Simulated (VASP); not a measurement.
# MgO (P6_3mc) in VASP: notebook

MgO is run at these levels: PBEsol; tasks: single point.

Program: VASP 6.6.1. These are calculated values, not measurements. Logs are shortened: lines on timing, memory, paths and dates and some standing lists are left out, and cuts for length are marked.

## (1) The cell of the first run

It takes space group P6_3mc (No. 186, hexagonal). Conventional cell: a = 3.397 Å, b = 3.397 Å, c = 4.748 Å, α = 90.00°, β = 90.00°, γ = 120.00°. Within 2.3 Å of Mg (site symmetry 3m) lie 4 O at 1.72 to 2.07 Å. O (site symmetry 3m) has 4 Mg at 1.72 to 2.07 Å within 2.3 Å.

## (2) Single point, PBEsol (c/a of the conventional cell at fixed volume 1.3979)

INCAR reads:

```
PREC     = Accurate       # precision mode
ENCUT    = 520            # plane-wave cutoff, eV
EDIFF    = 1E-7           # SCF threshold, eV
ISMEAR   = 0              # smearing method
SIGMA    = 0.05           # smearing width, eV
LREAL    = F              # projectors in reciprocal space
LASPH    = T              # aspherical terms in the spheres
NELM     = 100            # most SCF steps
ALGO     = Normal         # electronic algorithm
ISIF     = 2              # what is computed and relaxed
LWAVE    = F              # write WAVECAR
LCHARG   = T              # write CHGCAR
GGA      = PS             # functional
LELF     = T              # ELF
LVHAR    = T            
NBANDS   = 16             # bands
```

KPOINTS reads:

```
Automatic mesh
0
Gamma
  9 9 6
```

POSCAR reads:

```
MgO
1.0
    3.3965520429      0.0000000000      0.0000000000
   -1.6982760214      2.9415003544      0.0000000000
    0.0000000000      0.0000000000      4.7480401007
Mg O
2 2
Direct
    0.3333333333      0.6666666667      0.0390610606
    0.6666666667      0.3333333333      0.5390610606
    0.3333333333      0.6666666667      0.4009416620
    0.6666666667      0.3333333333      0.9009416620
```

Potentials or basis: VASP PAW PBE potentials, release 64 (Mg, O).

Run with:

```bash
$ cat potpaw_PBE.64/Mg/POTCAR potpaw_PBE.64/O/POTCAR > POTCAR
$ mpirun -np 1 vasp_std > vasp.out
```

OUTCAR:

```text
PREC = Accurate
   ENCUT = 520
   EDIFF = 1E-7
   ISMEAR = 0
   LREAL = F
   LASPH = T
   NELM = 100
   ISIF = 2
   GGA = PS

 ion  position               nearest neighbor table
   1  0.333  0.667  0.039-   3 1.72   4 2.07   4 2.07   4 2.07   2 3.08   2 3.08   2 3.08   2 3.08
                             2 3.08   2 3.08
   2  0.667  0.333  0.539-   4 1.72   3 2.07   3 2.07   3 2.07   1 3.08   1 3.08   1 3.08   1 3.08
                             1 3.08   1 3.08
   3  0.333  0.667  0.401-   1 1.72   2 2.07   2 2.07   2 2.07
   4  0.667  0.333  0.901-   2 1.72   1 2.07   1 2.07   1 2.07

  LATTYP: Found a hexagonal cell.
 ALAT       =     3.3965520429
 C/A-ratio  =     1.3979000000

  Lattice vectors:

 A1 = (   3.3965520429,   0.0000000000,   0.0000000000)
 A2 = (  -1.6982760214,   2.9415003544,   0.0000000000)
 A3 = (   0.0000000000,   0.0000000000,   4.7480401007)

Analysis of symmetry for initial positions (statically):
=====================================================================
 Subroutine PRICEL returns:
 Original cell was already a primitive cell.

 Routine SETGRP: Setting up the symmetry group for a
 hexagonal supercell.

 Subroutine GETGRP returns: Found 12 space group operations
 (whereof  6 operations were pure point group operations)
 out of a pool of 24 trial point group operations.

The static configuration has the point symmetry C_3v.
 The point group associated with its full space group is C_6v.

Analysis of symmetry for dynamics (positions and initial velocities):
=====================================================================
 Subroutine PRICEL returns:
 Original cell was already a primitive cell.

 Routine SETGRP: Setting up the symmetry group for a
 hexagonal supercell.

 Subroutine GETGRP returns: Found 12 space group operations
 (whereof  6 operations were pure point group operations)
 out of a pool of 24 trial point group operations.

The dynamic configuration has the point symmetry C_3v.
 The point group associated with its full space group is C_6v.

 Subroutine INISYM returns: Found 12 space group operations
 (whereof  6 operations are pure point group operations),
 and found     1 'primitive' translations

----------------------------------------------------------------------------------------

                                     Primitive cell

  volume of cell :      47.4375

  direct lattice vectors                    reciprocal lattice vectors
     3.396552043  0.000000000  0.000000000     0.294416216  0.169981282  0.000000000
    -1.698276021  2.941500354  0.000000000     0.000000000  0.339962563  0.000000000
     0.000000000  0.000000000  4.748040101     0.000000000  0.000000000  0.210613217

  length of vectors
     3.396552043  3.396552043  4.748040101     0.339962563  0.339962563  0.210613217

  position of ions in fractional coordinates (direct lattice)
     0.333333333  0.666666667  0.039061061
     0.666666667  0.333333333  0.539061061
     0.333333333  0.666666667  0.400941662
     0.666666667  0.333333333  0.900941662

  ion indices of the primitive-cell ions
   primitive index   ion index
                 1           1
                 2           2
                 3           3
                 4           4

----------------------------------------------------------------------------------------

 KPOINTS: Automatic mesh

Automatic generation of k-mesh.
 Grid dimensions read from file:
 generate k-points for:    9    9    6

 Generating k-lattice:

  Cartesian coordinates                     Fractional coordinates (reciprocal lattice)
     0.032712913  0.018886809  0.000000000     0.111111111  0.000000000  0.000000000
     0.000000000  0.037773618  0.000000000     0.000000000  0.111111111  0.000000000
     0.000000000  0.000000000  0.035102203     0.000000000  0.000000000  0.166666667

  Length of vectors
     0.037773618  0.037773618  0.035102203

  Shift w.r.t. Gamma in fractional coordinates (k-lattice)
     0.000000000  0.000000000  0.000000000

 Subroutine IBZKPT returns following result:
 ===========================================

 Found     48 irreducible k-points:

 Following reciprocal coordinates:
            Coordinates               Weight
  0.000000  0.000000  0.000000      1.000000
  0.111111  0.000000  0.000000      6.000000
  0.222222  0.000000  0.000000      6.000000
  0.333333  0.000000  0.000000      6.000000
  0.444444  0.000000  0.000000      6.000000
  0.111111  0.111111  0.000000      6.000000
[... 16 lines left out ...]
  0.333333  0.222222  0.166667     24.000000
  0.333333  0.333333  0.166667      4.000000
 [... further k-points ...]
   k-points           NKPTS =     48   k-points in BZ     NKDIM =     48   number of bands    NBANDS=     16
   number of dos      NEDOS =    301   number of ions     NIONS =      4
   total plane-waves  NPLWV =  28224
   dimension x,y,z NGX =    28 NGY =   28 NGZ =   36
   dimension x,y,z NGXF=    56 NGYF=   56 NGZF=   72
[... 36 lines left out ...]
  Thomas-Fermi vector in A             =   2.276273
   LORBIT       =      0    0 simple, 1 ext, 2 COOP (PROOUT), +10 PAW based schemes
   GGA     = PS    functional components
   LHFCALC =     F    Hartree Fock is set to
   AEXX    =    0.0000 exact exchange contribution
   IVDW    =     0    specifies the selected vdW correction
   LEPSILON=     F    determine dielectric tensor
   LRPA    =     F    only Hartree local field effects (RPA)
 non-spin polarized calculation
 Gauss-broadening in eV      SIGMA  =   0.05
  energy-cutoff  :      520.00
  volume of cell :       47.44
 maximum number of plane-waves:      1295
 NGX is ok and might be reduce to    28
   NGX = 13   NGY = 13   NGZ = 17

 number of electron      16.0000002 magnetization

 Free energy of the ion-electron system (eV)
  ---------------------------------------------------
  ext. energy  EPLUGINS =         0.00000000
  ---------------------------------------------------
  free energy    TOTEN  =       -23.57412647 eV

  energy without entropy =      -23.57412647  energy(sigma->0) =      -23.57412647

 E-fermi :   1.0915     XC(G=0):  -9.9204

 val. band max:        0.8442262641   @ k =   0.0000   0.0000   0.0000
 cond. band min:       4.2635698072   @ k =   0.0000   0.0000   0.0000
 fundamental gap:      3.4193435431
 Fermi energy:         1.0915050309

 k-point     1 :       0.0000    0.0000    0.0000
  band No.  band energies     occupation
      1     -15.2303      2.00000
      2     -14.2976      2.00000
      3      -2.0980      2.00000
      4       0.1261      2.00000
      5       0.1261      2.00000
      6       0.5441      2.00000
[... 8 lines left out ...]
     15      16.9257      0.00000
     16      17.0892      0.00000

 k-point     2 :       0.1111    0.0000    0.0000
  band No.  band energies     occupation
      1     -15.1733      2.00000
      2     -14.2885      2.00000
      3      -1.9926      2.00000
      4      -0.1613      2.00000
      5       0.0352      2.00000
      6       0.1619      2.00000
[... 8 lines left out ...]
     15      17.0255      0.00000
     16      17.0282      0.00000

 k-point     3 :       0.2222    0.0000    0.0000
  band No.  band energies     occupation
      1     -15.0191      2.00000
      2     -14.2730      2.00000
      3      -1.7015      2.00000
      4      -0.9252      2.00000
      5      -0.3559      2.00000
      6      -0.1551      2.00000
[... 8 lines left out ...]
     15      16.0885      0.00000
     16      16.1427      0.00000

 k-point     4 :       0.3333    0.0000    0.0000
  band No.  band energies     occupation
      1     -14.8158      2.00000
      2     -14.2779      2.00000
      3      -1.6883      2.00000
      4      -1.2481      2.00000
      5      -0.7899      2.00000
      6      -0.3369      2.00000
[... 8 lines left out ...]
     15      15.5366      0.00000
     16      15.9686      0.00000
[... 324 lines left out ...]
 k-point    22 :       0.2222    0.2222    0.1667
  band No.  band energies     occupation
      1     -14.6816      2.00000
      2     -14.3175      2.00000
      3      -1.7025      2.00000
      4      -1.5581      2.00000
      5      -0.5944      2.00000
      6      -0.4335      2.00000
[... 8 lines left out ...]
     15      14.9156      0.00000
     16      16.9090      0.00000

 k-point    23 :       0.3333    0.2222    0.1667
  band No.  band energies     occupation
      1     -14.5370      2.00000
      2     -14.3573      2.00000
      3      -1.9122      2.00000
      4      -1.3872      2.00000
      5      -1.0057      2.00000
      6      -0.2025      2.00000
[... 8 lines left out ...]
     15      14.7239      0.00000
     16      16.8754      0.00000

 k-point    24 :       0.3333    0.3333    0.1667
  band No.  band energies     occupation
      1     -14.4289      2.00000
      2     -14.4289      2.00000
      3      -1.7740      2.00000
      4      -1.3120      2.00000
      5      -1.3120      2.00000
      6      -0.3053      2.00000
[... 8 lines left out ...]
     15      14.6785      0.00000
     16      17.5024      0.00000

 [... further k-points ...]
[... 5 lines left out ...]
  --------------------------------------------------------------------------------------
  -------------------------------------------------------------------------------------
  Total       -2.7285266     -2.7285266     13.7850243     -0.0000000      0.0000000      0.0000000
  in kB      -92.1546427    -92.1546427    465.5824091     -0.0000000      0.0000000      0.0000000
  external PRESSURE =      93.7577079 kB  Pullay stress =       0.0000000 kB

 VOLUME and BASIS-vectors are now :
 -----------------------------------------------------------------------------
  energy-cutoff  :      520.00
  volume of cell :       47.44
      direct lattice vectors                 reciprocal lattice vectors
     3.396552043  0.000000000  0.000000000     0.294416216  0.169981282  0.000000000
    -1.698276021  2.941500354  0.000000000     0.000000000  0.339962563  0.000000000
     0.000000000  0.000000000  4.748040101     0.000000000  0.000000000  0.210613217

 POSITION                                       TOTAL-FORCE (eV/Angst)
 -----------------------------------------------------------------------------------
     -0.00000      1.96100      0.18546         0.000000     -0.000000     -4.374664
      1.69828      0.98050      2.55948        -0.000000     -0.000000     -4.374664
     -0.00000      1.96100      1.90369        -0.000000     -0.000000      4.374664
      1.69828      0.98050      4.27771        -0.000000      0.000000      4.374664
 -----------------------------------------------------------------------------------
    total drift:                               -0.000000      0.000000     -0.001004

  FREE ENERGIE OF THE ION-ELECTRON SYSTEM (eV)
  ---------------------------------------------------
  free  energy   TOTEN  =       -23.5741264689 eV

  energy  without entropy=      -23.5741264689  energy(sigma->0) =      -23.57412647
```

It took 34 s on 1 thread of Intel Xeon Platinum 8488C (Sapphire Rapids), shared host; peak memory 0.19 GiB.

What came out:

```
Free energy            : -23.5741 eV
Pressure               : 9.4 GPa
Largest force          : 4.375 eV/Å
Band gap on the k mesh : 3.42 eV, direct
```

Forces in eV/Å, atoms in the order of the input:
```
Mg   0.000  0.000 -4.375
Mg   0.000  0.000 -4.375
O    0.000  0.000  4.375
O    0.000  0.000  4.375
```

Stress tensor (GPa, compression positive):
```
-9.22  0.00  0.00
 0.00 -9.22  0.00
 0.00  0.00 46.56
```

Caveat: the PAW data sets were made with another functional, which shifts forces and pressure a little.

## (3) Single point, PBEsol (c/a of the conventional cell at fixed volume 1.4890)

INCAR reads:

```
SYSTEM = MgO
ALGO = Normal ; EDIFF = 1E-6
ENCUT = 520 ; GGA = PS
ISIF = 2 ; ISMEAR = 0
LASPH = .TRUE. ; LCHARG = .FALSE.
LREAL = .FALSE. ; LWAVE = .FALSE.
NBANDS = 16 ; NELM = 100
PREC = Accurate ; SIGMA = 0.05
```

KPOINTS reads:

```
k-points
0
G
  9 9 6
  0 0 0
```

POSCAR reads:

```
MgO
1.0
    3.3258200135      0.0000000000      0.0000000000
   -1.6629100067      2.8802446201      0.0000000000
    0.0000000000      0.0000000000      4.9521460001
Mg O
2 2
Direct
    0.3333333333      0.6666666667     -0.0435585739
    0.6666666667      0.3333333333      0.4564414261
    0.3333333333      0.6666666667      0.4009416620
    0.6666666667      0.3333333333      0.9009416620
```

Potentials or basis: VASP PAW PBE potentials, release 64 (Mg, O).

Run with:

```bash
$ cat potpaw_PBE.64/Mg/POTCAR potpaw_PBE.64/O/POTCAR > POTCAR
$ mpirun -np 1 vasp_std > vasp.out
```

Run time: 40 s. Hardware: 1 thread of Intel Xeon Platinum 8488C (Sapphire Rapids), shared host; peak memory 0.19 GiB.

Results (log left out):

- Free energy: -24.3994 eV
- Pressure: -0.7 GPa
- Largest force: 0.527 eV/Å
- Band gap on the k mesh: 2.98 eV, direct

Forces on the atoms (eV/Å):
```
Mg   0.000  0.000  0.527
Mg   0.000  0.000  0.527
O    0.000  0.000 -0.527
O    0.000  0.000 -0.527
```

Stress tensor (GPa, compression positive):
```
  3.99   0.00   0.00
  0.00   3.99   0.00
  0.00   0.00 -10.00
```

Levels at points of the mesh, in eV from the valence-band top:
```
           k point  band 4  band 5  band 6  band 7  band 8  band 9  band 10  band 11  band 12  band 13
(0.00, 0.00, 0.00)   -1.23   -1.23   -0.83   -0.83    0.00    2.98     8.39     9.95    13.63    13.63
(0.00, 0.00, 0.50)   -2.26   -1.04   -1.04   -1.04   -1.04    5.71     5.71    12.76    12.76    14.04
```

Caveat: the PAW data sets were made with another functional, which shifts forces and pressure a little.

## (4) Single point, PBEsol (c/a of the conventional cell at fixed volume 1.5498)

INCAR reads:

```
ALGO = Normal ; EDIFF = 1E-7
ENCUT = 520 ; GGA = PS
ISIF = 2 ; ISMEAR = 0
LASPH = T ; LCHARG = T
LELF = T ; LREAL = F
LVHAR = T ; LWAVE = F
NBANDS = 16 ; NELM = 80
PREC = Accurate ; SIGMA = 0.05
```

KPOINTS reads:

```
k-points
0
Gamma
  9 9 6
```

POSCAR reads:

```
MgO
1.0
    3.2817469438      0.0000000000      0.0000000000
   -1.6408734719      2.8420762221      0.0000000000
    0.0000000000      0.0000000000      5.0860514134
Mg O
2 2
Direct
    0.3333333333      0.6666666667      0.0154725274
    0.6666666667      0.3333333333      0.5154725274
    0.3333333333      0.6666666667      0.4009416620
    0.6666666667      0.3333333333      0.9009416620
```

Run with:

```bash
$ cat potpaw_PBE.64/Mg/POTCAR potpaw_PBE.64/O/POTCAR > POTCAR
$ mpirun -np 1 vasp_std > vasp.out
```

Run time: 27 s. Hardware: 1 thread of Intel Xeon Platinum 8488C (Sapphire Rapids), shared host; peak memory 0.17 GiB.

The run converged. Its results:

```yaml
Free_energy: -24.5419 eV
Pressure: 0.2 GPa
Largest_force: 0.240 eV/Å
Band_gap_on_the_k_mesh: 3.47 eV, direct
```

Forces in eV/Å, atoms in the order of the input:
```
Mg   0.000  0.000 -0.240
Mg   0.000  0.000 -0.240
O    0.000  0.000  0.240
O    0.000  0.000  0.240
```

Stress tensor (GPa, compression positive):
```
-0.57  0.00  0.00
 0.00 -0.57  0.00
 0.00  0.00  1.82
```

Levels at points of the mesh, in eV from the valence-band top:
| k point | band 6 | band 7 | band 8 | band 9 | band 10 | band 11 |
| --- | --- | --- | --- | --- | --- | --- |
| (0.00, 0.00, 0.00) | -0.25 | -0.25 | 0.00 | 3.47 | 8.43 | 10.13 |
| (0.00, 0.00, 0.50) | -0.39 | -0.39 | -0.39 | 5.92 | 5.92 | 13.01 |

Caveat: the PAW data sets were made with another functional, which shifts forces and pressure a little. A k mesh can miss the band edges.

## (5) Single point, PBEsol (c/a of the conventional cell at fixed volume 1.6106)

INCAR reads:

```
SYSTEM = MgO
PREC     = Accurate       ! precision mode
ENCUT    = 520            ! plane-wave cutoff, eV
EDIFF    = 1E-7           ! SCF threshold, eV
ISMEAR   = 0              ! smearing method
SIGMA    = 0.05           ! smearing width, eV
LREAL    = .False.        ! projectors in reciprocal space
LASPH    = .True.         ! aspherical terms in the spheres
NELM     = 80             ! most SCF steps
ALGO     = Normal         ! electronic algorithm
ISIF     = 2              ! what is computed and relaxed
LWAVE    = .False.        ! write WAVECAR
LCHARG   = .False.        ! write CHGCAR
GGA      = PS             ! functional
NBANDS   = 16             ! bands
```

KPOINTS reads:

```
Automatic mesh
0
Gamma
  9 9 6
  0 0 0
```

POSCAR reads:

```
MgO
1.0
    3.2399209199      0.0000000000      0.0000000000
   -1.6199604600      2.8058538229      0.0000000000
    0.0000000000      0.0000000000      5.2182166336
Mg O
2 2
Direct
    0.3333333333      0.6666666667     -0.0081359286
    0.6666666667      0.3333333333      0.4918640714
    0.3333333333      0.6666666667      0.4009416620
    0.6666666667      0.3333333333      0.9009416620
```

Run with:

```bash
$ cat potpaw_PBE.64/Mg/POTCAR potpaw_PBE.64/O/POTCAR > POTCAR
$ mpirun -np 1 vasp_std > vasp.out
```

Run time: 22 s. Hardware: 1 thread of Intel Xeon Platinum 8488C (Sapphire Rapids), shared host; peak memory 0.17 GiB.

The run converged. Its results:

- Free energy: -24.4120 eV
- Pressure: 1.7 GPa
- Largest force: 0.715 eV/Å
- Band gap on the k mesh: 3.36 eV, direct

Forces on the atoms (eV/Å):
```
Mg   0.000  0.000  0.715
Mg   0.000  0.000  0.715
O    0.000  0.000 -0.715
O    0.000  0.000 -0.715
```

Stress tensor (GPa, compression positive):
```
 6.70  0.00  0.00
 0.00  6.70  0.00
 0.00  0.00 -8.28
```

Levels at points of the mesh, in eV from the valence-band top:
```tsv
k point	band 4	band 5	band 6	band 7	band 8	band 9	band 10	band 11	band 12	band 13
(0.00, 0.00, 0.00)	-0.65	-0.65	-0.40	-0.40	0.00	3.36	8.60	9.83	14.63	14.63
(0.00, 0.00, 0.50)	-2.06	-0.53	-0.53	-0.53	-0.53	5.89	5.89	12.67	12.67	15.10
```

Caveat: the PAW data sets were made with another functional, which shifts forces and pressure a little. A k mesh can miss the band edges.

## (6) The runs side by side

| cell | gap on the mesh (eV) | pressure (GPa) | largest force (eV/Å) |
| --- | --- | --- | --- |
| a = 3.397, b = 3.397, c = 4.748 Å, angles 90.0, 90.0, 120.0°, 4 atoms | 3.42 | 9.4 | 4.37 |
| a = 3.326, b = 3.326, c = 4.952 Å, angles 90.0, 90.0, 120.0°, 4 atoms | 2.98 | -0.7 | 0.53 |
| a = 3.282, b = 3.282, c = 5.086 Å, angles 90.0, 90.0, 120.0°, 4 atoms | 3.47 | 0.2 | 0.24 |
| a = 3.240, b = 3.240, c = 5.218 Å, angles 90.0, 90.0, 120.0°, 4 atoms | 3.36 | 1.7 | 0.71 |

Alike in all rows: task single point; level PBEsol; potentials or basis VASP PAW PBE potentials, release 64 (Mg, O); no spin polarisation; k mesh 9 × 9 × 6; cutoff (eV) 520; smearing gaussian 0.05 eV.

Caveats: the PAW data sets were made with another functional, which shifts forces and pressure a little.

Absolute energies hang on the potentials; compare differences alone.
